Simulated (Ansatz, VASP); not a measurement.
# BeS: VASP beside Ansatz

The input POSCAR:

```
BeS
1.0
    0.0000000000      2.3258712109      2.3093480371
    2.3258712109      0.0000000000      2.3093480371
    2.3258712109      2.3258712109      0.0000000000
Be S
1 1
Direct
    0.0000000000      0.0000000000      0.0000000000
    0.5000000000      0.5000000000      0.5000000000
```

INCAR.step1

```
SYSTEM = BeS
  PREC = Accurate
  ENCUT = 520
  ISMEAR = 0
  SIGMA = 0.01
  LREAL = .FALSE.
  LASPH = .TRUE.
  NELM = 60
  NBANDS = 11
  GGA = PE
  ALGO = Normal
  EDIFF = 1E-4
  LWAVE = .TRUE.
  LCHARG = .FALSE.
```

File INCAR.step2:

```
SYSTEM = BeS
  PREC = Accurate
  ENCUT = 520
  EDIFF = 1E-6
  ISMEAR = 0
  SIGMA = 0.01
  LREAL = .FALSE.
  LASPH = .TRUE.
  NELM = 60
  ALGO = Normal
  ISIF = 2
  LWAVE = .FALSE.
  LCHARG = .FALSE.
  METAGGA = R2SCAN
  LMIXTAU = .TRUE.
  NBANDS = 11
  ISTART = 1
```

File KPOINTS:

```
Automatic mesh
0
G
  10 10 10
  0 0 0
```

Input for Ansatz:

```yaml
crystal:
  lattice:
    - [0.0, 2.3258712109, 2.3093480371]
    - [2.3258712109, 0.0, 2.3093480371]
    - [2.3258712109, 2.3258712109, 0.0]
  atoms:
    - { symbol: Be, position: [0.0, 0.0, 0.0] }
    - { symbol: S, position: [0.5, 0.5, 0.5] }
kpoints:
  mp_grid: { grid: [10, 10, 10] }
  band_path:
    path:
      - [0.0, 0.0, 0.0]
      - [0.5, 0.0, 0.5]
      - [0.625, 0.25, 0.625]
      - [0.375, 0.375, 0.75]
      - [0.5, 0.5, 0.5]
      - [0.5, 0.25, 0.75]
      - [0.15, 0.15, 0.3]
    npoints: 1
hamiltonian:
  xc: r2scan
scf:
  occupations: { method: fixed }
  n_extra_bands: 4
output:
  forces: true
  stress: true
  eigenvalues: true
  write_density: true
  write_potential: true
  elf: true
  volumetric_format: npy
```

Change from the starting cell: epitaxial_xy strain +0.4%.

Alike in both runs: task single point; functional r2SCAN; k mesh 10 × 10 × 10; no spin polarisation.

|  | VASP | Ansatz |
| --- | --- | --- |
| version | VASP 6.6.1 | Ansatz 0.2.0 |
| potentials or method | VASP PAW PBE potentials, release 64 (Be, S) | plane waves, PAW |
| plane-wave cutoff (eV) | 520 | 500 |
| occupations | gaussian, width 0.01 eV | fixed |
| valence electrons in the cell | 8 | 8 |

|  | VASP | Ansatz | Ansatz less VASP |
| --- | --- | --- | --- |
| gap on the k mesh at the Fermi level (eV) | 1.33 | 1.33 | +0.002 |
| pressure (GPa) | -0.6 | -0.4 | +0.12 |
| traceless stress, the component that is largest in VASP (GPa) | 0.43 | 0.44 | +0.012 |

VASP's potentials were made for PBE, not for r2SCAN.
